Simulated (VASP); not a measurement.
The system is BeCd2Te3.

```
CELL_PARAMETERS angstrom
4.87976 0.00000 0.00000
-2.43988 4.22600 0.00000
0.00000 0.00000 8.41263
ATOMIC_POSITIONS crystal
Be 0.00000 0.00000 0.00000
Cd 0.00000 0.00000 0.76891
Cd 0.00000 0.00000 0.23109
Te 0.33333 0.66667 0.00000
Te 0.66667 0.33333 0.00000
Te 0.00000 0.00000 0.50000
```

The cell was built from a structure type or drawn by symmetry, and may not be a known phase.

| Item | Value |
| --- | --- |
| Program | VASP 6.6.1 |
| Task | relaxation of cell and atoms |
| Functional | PBE |
| Potentials or basis | VASP PAW PBE potentials, release 64 (Be, Cd, Te) |
| Cutoff | 600 eV |
| k mesh | 6 × 6 × 2 |
| Occupations | gaussian, width 0.1 eV |
| Spin | no spin polarisation |

At the start: pressure 21.6 GPa; volume 28.91 Å³/atom.

**Question.** How do energy, volume and symmetry change on relaxing?

**Answer.** Over 11 steps the energy falls by 726.5 meV/atom and the volume is 40.04 Å³/atom (+38.5 %); space group P6/mmm (No. 191, to 0.1 Å) before and after.

The path:
```
step  energy change (eV)  largest force (eV/Å)  pressure (GPa)  volume (Å³)
   1              0.0000                1.3098           21.62       173.48
   2             -3.4094                0.3051           -2.21       284.01
   3             -4.2030                0.8028            1.40       227.53
   4             -4.2051                0.7654            0.93       231.26
   5             -4.2059                0.7826            1.14       229.58
   6             -4.3269                0.4406            0.05       238.94
   7             -4.3460                0.2178           -0.48       245.08
   8             -4.3461                0.2325           -0.45       244.68
   9             -4.3575                0.0940           -0.10       241.36
  10             -4.3577                0.0694           -0.04       240.85
  11             -4.3592                0.0270            0.00       240.23
```

Final structure:
```
Be Cd Te
1.0
     5.23886    0.00000    0.00000
    -2.61943    4.53699    0.00000
     0.00000    0.00000   10.10719
Be Cd Te
1 2 3
Direct
  0.00000 0.00000 0.00000
  0.00000 0.00000 0.76662
  0.00000 0.00000 0.23339
  0.33333 0.66667 0.00000
  0.66667 0.33333 0.00000
  0.00000 0.00000 0.50000
```

Caveat: the k points lie up to 0.31 Å⁻¹ apart in the final cell, too coarse for converged energies and pressures of a metal; the volume moved by over 15 % at a fixed basis, so the end points are rough.
